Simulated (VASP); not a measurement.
# Be3V (P6_3/mmc) in VASP: a series of runs

The runs below take Be3V through single point, relaxation of cell and atoms, with PBE.

Everything below comes from runs of VASP 6.6.1. Logs are shortened: lines on timing, memory, paths and dates and some standing lists are left out, and cuts for length are marked.

**1. The cell of the first run**

Symmetry: P6_3/mmc, No. 194, hexagonal system. The conventional cell has a = 4.868 Å, b = 4.868 Å, c = 3.640 Å, α = 90.00°, β = 90.00°, γ = 120.00°. Within 3.0 Å of Be (site symmetry mm2) lie 8 Be at 2.24 to 2.61 Å and 4 V at 2.36 to 2.44 Å. Within 3.1 Å of V (site symmetry -6m2) lie 12 Be at 2.36 to 2.44 Å.

**2. Single point, PBE**

The input, INCAR:

```
ALGO = Fast
EDIFF = 1E-7
ENCUT = 520
GGA = PE
ISIF = 2
ISMEAR = 0
LASPH = T
LCHARG = T
LELF = T
LREAL = F
LVHAR = T
LWAVE = F
NBANDS = 29
NELM = 100
PREC = Accurate
SIGMA = 0.1
```

The input, KPOINTS:

```
k-points
0
Gamma
  12 12 10
```

The input, POSCAR:

```
Be3V
1.0
    4.8679934492      0.0000000000      0.0000000000
   -2.4339967246      4.2158059924      0.0000000000
    0.0000000000      0.0000000000      3.6404391047
Be V
6 2
Direct
    0.8454198005      0.6908396011      0.2500000000
    0.1545801995      0.8454198005      0.7500000000
    0.3091603989      0.1545801995      0.2500000000
    0.1545801995      0.3091603989      0.7500000000
    0.8454198005      0.1545801995      0.2500000000
    0.6908396011      0.8454198005      0.7500000000
    0.3333333333      0.6666666667      0.2500000000
    0.6666666667      0.3333333333      0.7500000000
```

Potentials or basis: VASP PAW PBE potentials, release 64 (Be, V_sv).

Command:

```sh
cat potpaw_PBE.64/Be/POTCAR potpaw_PBE.64/V_sv/POTCAR > POTCAR
mpirun -np 1 vasp_std > vasp.out
```

OUTCAR:

```text
EDIFF = 1E-7
   ENCUT = 520
   GGA = PE
   ISIF = 2
   ISMEAR = 0
   LASPH = T
   LREAL = F
   NELM = 100
   PREC = Accurate

 ion  position               nearest neighbor table
   1  0.845  0.691  0.250-   6 2.24   6 2.24   2 2.24   2 2.24   5 2.26   3 2.26   8 2.36   8 2.36
                             7 2.44   7 2.44
   2  0.155  0.845  0.750-   3 2.24   3 2.24   1 2.24   1 2.24   4 2.26   6 2.26   7 2.36   7 2.36
                             8 2.44   8 2.44
   3  0.309  0.155  0.250-   4 2.24   4 2.24   2 2.24   2 2.24   1 2.26   5 2.26   8 2.36   8 2.36
                             7 2.44   7 2.44
   4  0.155  0.309  0.750-   3 2.24   3 2.24   5 2.24   5 2.24   2 2.26   6 2.26   7 2.36   7 2.36
                             8 2.44   8 2.44
   5  0.845  0.155  0.250-   6 2.24   6 2.24   4 2.24   4 2.24   1 2.26   3 2.26   8 2.36   8 2.36
                             7 2.44   7 2.44
   6  0.691  0.845  0.750-   1 2.24   1 2.24   5 2.24   5 2.24   4 2.26   2 2.26   7 2.36   7 2.36
                             8 2.44   8 2.44
   7  0.333  0.667  0.250-   2 2.36   2 2.36   4 2.36   4 2.36   6 2.36   6 2.36   3 2.44   5 2.44
                             3 2.44   5 2.44   1 2.44   1 2.44
   8  0.667  0.333  0.750-   5 2.36   5 2.36   1 2.36   1 2.36   3 2.36   3 2.36   2 2.44   6 2.44
                             6 2.44   2 2.44   4 2.44   4 2.44

  LATTYP: Found a hexagonal cell.
 ALAT       =     4.8679934492
 C/A-ratio  =     0.7478315537

  Lattice vectors:

 A1 = (   4.8679934492,   0.0000000000,   0.0000000000)
 A2 = (  -2.4339967246,   4.2158059924,   0.0000000000)
 A3 = (   0.0000000000,   0.0000000000,   3.6404391047)

Analysis of symmetry for initial positions (statically):
=====================================================================
 Subroutine PRICEL returns:
 Original cell was already a primitive cell.

 Routine SETGRP: Setting up the symmetry group for a
 hexagonal supercell.

 Subroutine GETGRP returns: Found 24 space group operations
 (whereof 12 operations were pure point group operations)
 out of a pool of 24 trial point group operations.

The static configuration has the point symmetry D_3d.
 The point group associated with its full space group is D_6h.

Analysis of symmetry for dynamics (positions and initial velocities):
=====================================================================
 Subroutine PRICEL returns:
 Original cell was already a primitive cell.

 Routine SETGRP: Setting up the symmetry group for a
 hexagonal supercell.

 Subroutine GETGRP returns: Found 24 space group operations
 (whereof 12 operations were pure point group operations)
 out of a pool of 24 trial point group operations.

The dynamic configuration has the point symmetry D_3d.
 The point group associated with its full space group is D_6h.

 Subroutine INISYM returns: Found 24 space group operations
 (whereof 12 operations are pure point group operations),
 and found     1 'primitive' translations

----------------------------------------------------------------------------------------

                                     Primitive cell

  volume of cell :      74.7110

  direct lattice vectors                    reciprocal lattice vectors
     4.867993449  0.000000000  0.000000000     0.205423448  0.118601283  0.000000000
    -2.433996725  4.215805992  0.000000000     0.000000000  0.237202566  0.000000000
     0.000000000  0.000000000  3.640439105     0.000000000  0.000000000  0.274692138

  length of vectors
     4.867993449  4.867993449  3.640439105     0.237202566  0.237202566  0.274692138

  position of ions in fractional coordinates (direct lattice)
     0.845419800  0.690839601  0.250000000
     0.154580200  0.845419800  0.750000000
     0.309160399  0.154580200  0.250000000
     0.154580200  0.309160399  0.750000000
     0.845419800  0.154580200  0.250000000
     0.690839601  0.845419800  0.750000000
     0.333333333  0.666666667  0.250000000
     0.666666667  0.333333333  0.750000000

  ion indices of the primitive-cell ions
   primitive index   ion index
                 1           1
                 2           2
                 3           3
                 4           4
                 5           5
                 6           6
                 7           7
                 8           8

----------------------------------------------------------------------------------------

 KPOINTS: k-points

Automatic generation of k-mesh.
 Grid dimensions read from file:
 generate k-points for:   12   12   10

 Generating k-lattice:

  Cartesian coordinates                     Fractional coordinates (reciprocal lattice)
     0.017118621  0.009883440  0.000000000     0.083333333 -0.000000000  0.000000000
     0.000000000  0.019766881  0.000000000     0.000000000  0.083333333  0.000000000
     0.000000000  0.000000000  0.027469214     0.000000000  0.000000000  0.100000000

  Length of vectors
     0.019766881  0.019766881  0.027469214

  Shift w.r.t. Gamma in fractional coordinates (k-lattice)
     0.000000000  0.000000000  0.000000000

 Subroutine IBZKPT returns following result:
 ===========================================

 Found    114 irreducible k-points:

 Following reciprocal coordinates:
            Coordinates               Weight
  0.000000  0.000000  0.000000      1.000000
  0.083333  0.000000  0.000000      6.000000
  0.166667  0.000000  0.000000      6.000000
  0.250000  0.000000  0.000000      6.000000
  0.333333  0.000000  0.000000      6.000000
  0.416667  0.000000  0.000000      6.000000
[... 16 lines left out ...]
  0.250000  0.000000  0.100000     12.000000
  0.333333  0.000000  0.100000     12.000000
 [... further k-points ...]
   k-points           NKPTS =    114   k-points in BZ     NKDIM =    114   number of bands    NBANDS=     29
   number of dos      NEDOS =    301   number of ions     NIONS =      8
   total plane-waves  NPLWV =  36288
   dimension x,y,z NGX =    36 NGY =   36 NGZ =   28
   dimension x,y,z NGXF=    72 NGYF=   72 NGZF=   56
   ions per type =               6   2
   NGX,Y,Z   is equivalent  to a cutoff of  12.29, 12.29, 12.79 a.u.
   NGXF,Y,Z  is equivalent  to a cutoff of  24.59, 24.59, 25.57 a.u.
 SYSTEM =  unknown system
   PREC   = accura    normal or accurate (medium, high low for compatibility)
   ISTART =      0    job   : 0-new  1-cont  2-samecut
   ICHARG =      2    charge: 1-file 2-atom 10-const
   ISPIN  =      1    spin polarized calculation?
   LNONCOLLINEAR =      F non collinear calculations
   LSORBIT =      F    spin-orbit coupling
   LASPH  =      T    aspherical Exc in radial PAW
   ENCUT  =  520.0 eV  38.22 Ry    6.18 a.u.   9.05  9.05  6.77*2*pi/ulx,y,z
   NELM   =    100;   NELMIN=  2; NELMDL= -5     # of ELM steps
   EDIFF  = 0.1E-06   stopping-criterion for ELM
   LREAL  =      F    real-space projection
   EDIFFG = 0.1E-05   stopping-criterion for IOM
   NSW    =      0    number of steps for IOM
   IBRION =     -1    ionic relax: 0-MD 1-quasi-New 2-CG
   NFREE  =      0    steps in history (QN), initial steepest desc. (CG)
   ISIF   =      2    stress and relaxation
   ISYM   =      2    0-nonsym 1-usesym 2-fastsym
   POTIM  = 0.5000    time-step for ionic-motion
   TEBEG  =    0.0;   TEEND  =   0.0 temperature during run
   PSTRESS=    0.0 pullay stress
   NELECT =      38.0000    total number of electrons
   NUPDOWN=      -1.0000    fix difference up-down
   EMIN   =  10.00;   EMAX   =-10.00  energy-range for DOS
   EFERMI =   0.00;   METHOD = LEGACY
   ISMEAR =     0;   SIGMA  =   0.10  broadening in eV -4-tet -1-fermi 0-gaus
   EFERMI_NEDOS =   21; number of points for ismear=-14 and -15
   IALGO  =     68    algorithm
   IMIX   =      4    mixing-type and parameters
     AMIX     =   0.40;   BMIX     =  1.00
     AMIX_MAG =   1.60;   BMIX_MAG =  1.00
  volume/ion in A,a.u.               =       9.34        63.02
  Fermi-wavevector in a.u.,A,eV,Ry     =   1.306796  2.469487 23.234896  1.707717
  Thomas-Fermi vector in A             =   2.437574
   LORBIT       =      0    0 simple, 1 ext, 2 COOP (PROOUT), +10 PAW based schemes
   GGA     = PE    functional components
   LHFCALC =     F    Hartree Fock is set to
   AEXX    =    0.0000 exact exchange contribution
   IVDW    =     0    specifies the selected vdW correction
   LEPSILON=     F    determine dielectric tensor
   LRPA    =     F    only Hartree local field effects (RPA)
 non-spin polarized calculation
 RMM-DIIS sequential band-by-band and
 Gauss-broadening in eV      SIGMA  =   0.10
  energy-cutoff  :      520.00
  volume of cell :       74.71
 maximum number of plane-waves:      2040
   NGX = 19   NGY = 19   NGZ = 13

 number of electron      38.0000005 magnetization

 Free energy of the ion-electron system (eV)
  ---------------------------------------------------
  ext. energy  EPLUGINS =         0.00000000
  ---------------------------------------------------
  free energy    TOTEN  =       -41.33286794 eV

  energy without entropy =      -41.31946368  energy(sigma->0) =      -41.32616581

 E-fermi :   7.4893     XC(G=0): -11.4128

 val. band max:        7.4796655138   @ k =   0.2500   0.0000   0.2000
 cond. band min:       7.5010806608   @ k =   0.1667   0.0000   0.1000
 fundamental gap:      0.0214151469
 Fermi energy:         7.4893483652

 k-point     1 :       0.0000    0.0000    0.0000
  band No.  band energies     occupation
      1     -56.4988      2.00000
      2     -56.4877      2.00000
      3     -30.4804      2.00000
      4     -30.4412      2.00000
      5     -30.3328      2.00000
      6     -30.3328      2.00000
[... 21 lines left out ...]
     28      12.9994      0.00000
     29      15.1191      0.00000

 k-point     2 :       0.0833    0.0000    0.0000
  band No.  band energies     occupation
      1     -56.4987      2.00000
      2     -56.4879      2.00000
      3     -30.4798      2.00000
      4     -30.4418      2.00000
      5     -30.3331      2.00000
      6     -30.3321      2.00000
[... 21 lines left out ...]
     28      13.0241      0.00000
     29      15.1439      0.00000

 k-point     3 :       0.1667    0.0000    0.0000
  band No.  band energies     occupation
      1     -56.4982      2.00000
      2     -56.4884      2.00000
      3     -30.4780      2.00000
      4     -30.4435      2.00000
      5     -30.3342      2.00000
      6     -30.3304      2.00000
[... 21 lines left out ...]
     28      13.0966      0.00000
     29      15.0073      0.00000

 k-point     4 :       0.2500    0.0000    0.0000
  band No.  band energies     occupation
      1     -56.4974      2.00000
      2     -56.4891      2.00000
      3     -30.4753      2.00000
      4     -30.4462      2.00000
      5     -30.3355      2.00000
      6     -30.3278      2.00000
[... 21 lines left out ...]
     28      13.2014      0.00000
     29      14.0130      0.00000

 k-point     5 :       0.3333    0.0000    0.0000
  band No.  band energies     occupation
      1     -56.4965      2.00000
      2     -56.4901      2.00000
      3     -30.4720      2.00000
      4     -30.4495      2.00000
      5     -30.3368      2.00000
      6     -30.3248      2.00000
[... 21 lines left out ...]
     28      13.3138      0.00000
     29      14.0613      0.00000
[... 510 lines left out ...]
     28      13.0962      0.00000
     29      15.2356      0.00000

 k-point    22 :       0.1667    0.0000    0.1000
  band No.  band energies     occupation
      1     -56.4978      2.00000
      2     -56.4885      2.00000
      3     -30.4795      2.00000
      4     -30.4467      2.00000
      5     -30.3327      2.00000
      6     -30.3290      2.00000
[... 21 lines left out ...]
     28      13.1601      0.00000
     29      13.9301      0.00000

 k-point    23 :       0.2500    0.0000    0.1000
  band No.  band energies     occupation
      1     -56.4971      2.00000
      2     -56.4892      2.00000
      3     -30.4771      2.00000
      4     -30.4494      2.00000
      5     -30.3340      2.00000
      6     -30.3264      2.00000
[... 21 lines left out ...]
     28      13.2573      0.00000
     29      14.0732      0.00000

 k-point    24 :       0.3333    0.0000    0.1000
  band No.  band energies     occupation
      1     -56.4962      2.00000
      2     -56.4901      2.00000
      3     -30.4741      2.00000
      4     -30.4526      2.00000
      5     -30.3352      2.00000
      6     -30.3234      2.00000
[... 21 lines left out ...]
     28      13.3703      0.00000
     29      13.7124      0.00000

 [... further k-points ...]

------------------------ aborting loop because EDIFF is reached ----------------------------------------

  FORCE on cell =-STRESS in cart. coord.  units (eV):
  Direction    XX          YY          ZZ          XY          YZ          ZX
  --------------------------------------------------------------------------------------
  -------------------------------------------------------------------------------------
  Total        0.0855829      0.0855829      0.0779751      0.0000000     -0.0000000      0.0000000
  in kB        1.8353251      1.8353251      1.6721763      0.0000000     -0.0000000      0.0000000
  external PRESSURE =       1.7809422 kB  Pullay stress =       0.0000000 kB

 VOLUME and BASIS-vectors are now :
 -----------------------------------------------------------------------------
  energy-cutoff  :      520.00
  volume of cell :       74.71
      direct lattice vectors                 reciprocal lattice vectors
     4.867993449  0.000000000  0.000000000     0.205423448  0.118601283  0.000000000
    -2.433996725  4.215805992  0.000000000     0.000000000  0.237202566  0.000000000
     0.000000000  0.000000000  3.640439105     0.000000000  0.000000000  0.274692138

 POSITION                                       TOTAL-FORCE (eV/Angst)
 -----------------------------------------------------------------------------------
      2.43400      2.91245      0.91011        -0.000000     -0.002611     -0.000000
     -1.30525      3.56413      2.73033         0.002262     -0.001306     -0.000000
      1.12874      0.65168      0.91011         0.002262      0.001306      0.000000
      0.00000      1.30336      2.73033         0.000000      0.002611      0.000000
      3.73925      0.65168      0.91011        -0.002262      0.001306      0.000000
      1.30525      3.56413      2.73033        -0.002262     -0.001306     -0.000000
     -0.00000      2.81054      0.91011         0.000000     -0.000000     -0.000000
      2.43400      1.40527      2.73033         0.000000     -0.000000     -0.000000
 -----------------------------------------------------------------------------------
    total drift:                               -0.000000      0.000000      0.000000

  FREE ENERGIE OF THE ION-ELECTRON SYSTEM (eV)
  ---------------------------------------------------
  free  energy   TOTEN  =       -41.3328679402 eV

  energy  without entropy=      -41.3194636786  energy(sigma->0) =      -41.32616581
```

It took 6.6 min on 1 thread of Intel Xeon 8259CL, shared host; peak memory 0.33 GiB.

Results:

| Quantity | Value |
| --- | --- |
| Free energy | -41.3329 eV |
| Pressure | 0.2 GPa |
| Band gap on the k mesh | zero (bands 19 and 20 overlap by 2.44 eV) |

Forces on the atoms (eV/Å):
```
Be   0.000 -0.003  0.000
Be   0.002 -0.001  0.000
Be   0.002  0.001  0.000
Be   0.000  0.003  0.000
Be  -0.002  0.001  0.000
Be  -0.002 -0.001  0.000
V    0.000  0.000  0.000
V    0.000  0.000  0.000
```

**3. Relaxation of cell and atoms, PBE**

The input, INCAR:

```
SYSTEM = Be3V
PREC     = Accurate       ! precision mode
ENCUT    = 600            ! plane-wave cutoff, eV
EDIFF    = 1E-6           ! SCF threshold, eV
ISMEAR   = 0              ! smearing method
SIGMA    = 0.1            ! smearing width, eV
LREAL    = .FALSE.        ! projectors in reciprocal space
LASPH    = .TRUE.         ! aspherical terms in the spheres
NELM     = 80             ! most SCF steps
ALGO     = Fast           ! electronic algorithm
ISIF     = 3              ! what is computed and relaxed
LWAVE    = .FALSE.        ! write WAVECAR
LCHARG   = .FALSE.        ! write CHGCAR
GGA      = PE             ! functional
IBRION   = 2              ! ionic algorithm
NSW      = 100            ! ionic steps
EDIFFG   = -0.01          ! ionic threshold
```

The input, KPOINTS:

```
Automatic mesh
0
G
  12 12 10
  0 0 0
```

The input, POSCAR:

```
Be3V
1.0
    4.8699730366      0.0000000000      0.0000000000
   -2.4349865183      4.2175203654      0.0000000000
    0.0000000000      0.0000000000      3.6351181969
Be V
6 2
Direct
    0.8459204686      0.6918409372      0.2500000000
    0.1540795314      0.8459204686      0.7500000000
    0.3081590628      0.1540795314      0.2500000000
    0.1540795314      0.3081590628      0.7500000000
    0.8459204686      0.1540795314      0.2500000000
    0.6918409372      0.8459204686      0.7500000000
    0.3333333333      0.6666666667      0.2500000000
    0.6666666667      0.3333333333      0.7500000000
```

Potentials or basis: VASP PAW PBE potentials, release 64 (Be, V_sv).

Command:

```sh
cat potpaw_PBE.64/Be/POTCAR potpaw_PBE.64/V_sv/POTCAR > POTCAR
mpirun -np 1 vasp_std > vasp.out
```

Run time: 25 min. Hardware: 1 thread of Intel Xeon 8259CL, shared host; peak memory 0.38 GiB.

It converged, with:

| Quantity | Value |
| --- | --- |
| Free energy | -41.3329 eV |
| Relaxed volume | 9.35 Å³/atom |
| Relaxed cell | a = 4.871 Å, b = 4.871 Å, c = 3.641 Å, α = 90.00°, β = 90.00°, γ = 120.00° |
| Space group after relaxing (to 0.1 Å) | P6_3/mmc (No. 194) |
| Energy gained by relaxing | 0.1 meV/atom |
| Ionic steps | 6 |
| Pressure after relaxing | 0.0 GPa |
| Largest force after relaxing | 0.003 eV/Å |
| Band gap on the k mesh | zero (bands 19 and 20 overlap by 2.44 eV) |

Forces in eV/Å, atoms in the order of the input:
```
Be   0.000 -0.003  0.000
Be   0.003 -0.002  0.000
Be   0.003  0.002  0.000
Be   0.000  0.003  0.000
Be  -0.003  0.002  0.000
Be  -0.003 -0.002  0.000
V    0.000  0.000  0.000
V    0.000  0.000  0.000
```

Stress tensor (GPa, compression positive):
```
-0.01  0.00  0.00
 0.00 -0.01  0.00
 0.00  0.00  0.10
```

The path:
```
step  energy change (eV)  largest force (eV/Å)  pressure (GPa)  volume (Å³)
   1              0.0000                0.0380            0.21        74.66
   2             -0.0004                0.0207           -0.08        74.80
   3             -0.0005                0.0171           -0.08        74.83
   4             -0.0005                0.0089           -0.22        74.89
   5             -0.0005                0.0112           -0.16        74.87
   6             -0.0006                0.0030            0.03        74.80
```

Final structure:
```
Be V
1.0
     4.87080    0.00000    0.00000
    -2.43540    4.21823    0.00000
     0.00000    0.00000    3.64081
Be V
6 2
Cartesian
  2.4354 2.9143 0.9102
  -1.3061 3.5663 2.7306
  1.1293 0.6520 0.9102
  0.0000 1.3040 2.7306
  3.7415 0.6520 0.9102
  1.3061 3.5663 2.7306
  0.0000 2.8122 0.9102
  2.4354 1.4061 2.7306
```

Levels at points of the mesh, in eV from the Fermi level:
| k point | band 15 | band 16 | band 17 | band 18 | band 19 | band 20 | band 21 | band 22 | band 23 | band 24 |
| --- | --- | --- | --- | --- | --- | --- | --- | --- | --- | --- |
| (0.00, 0.00, 0.00) | -2.73 | -2.07 | -0.65 | -0.65 | -0.11 | -0.11 | 0.76 | 0.76 | 1.01 | 1.28 |
| (0.50, 0.00, 0.00) | -1.74 | -1.69 | -1.48 | -0.64 | -0.54 | 0.48 | 0.84 | 0.89 | 2.63 | 2.67 |
| (0.00, 0.00, 0.50) | -1.93 | -1.93 | -1.91 | -1.91 | -1.91 | -1.91 | 0.88 | 0.88 | 1.81 | 1.81 |
| (0.50, 0.00, 0.50) | -2.85 | -2.85 | -1.31 | -1.31 | 0.36 | 0.36 | 0.89 | 0.89 | 1.96 | 1.96 |
